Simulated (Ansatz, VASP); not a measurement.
## Two plane-wave programs on BN

```
CELL_PARAMETERS angstrom
2.55394 0.00000 0.00000
-1.27697 2.21178 0.00000
0.00000 0.00000 4.22685
ATOMIC_POSITIONS crystal
B 0.66667 0.33333 0.99972
B 0.33333 0.66667 0.49972
N 0.75401 0.39727 0.64893
N 0.33333 0.66667 0.12528
```

Alike in both runs: task single point; functional r2SCAN; k mesh 12 × 12 × 6; occupations gaussian, width 0.05 eV; no spin polarisation.

|  | VASP | Ansatz |
| --- | --- | --- |
| version | VASP 6.6.1 | Ansatz 0.2.0 |
| potentials or method | VASP PAW PBE potentials, release 64 (B, N), cutoff 520 eV | scalar-relativistic, plane waves, PAW |
| valence electrons in the cell | 16 | 16 |

```csv
,VASP,Ansatz,Ansatz less VASP
gap on the k mesh at the Fermi level (eV),4.25,4.27,+0.022
least direct gap on the mesh (eV),7.84,7.84,0.000
pressure (GPa),3.2,2.2,-0.97
"traceless stress, the component that is largest in VASP (GPa)",4.54,4.45,-0.087
rms of the force components (eV/Å),2.033,2.030,-0.0027
```

VASP's potentials were made for PBE, not for r2SCAN. Atom by atom the forces differ by 0.006 eV/Å (rms over components).
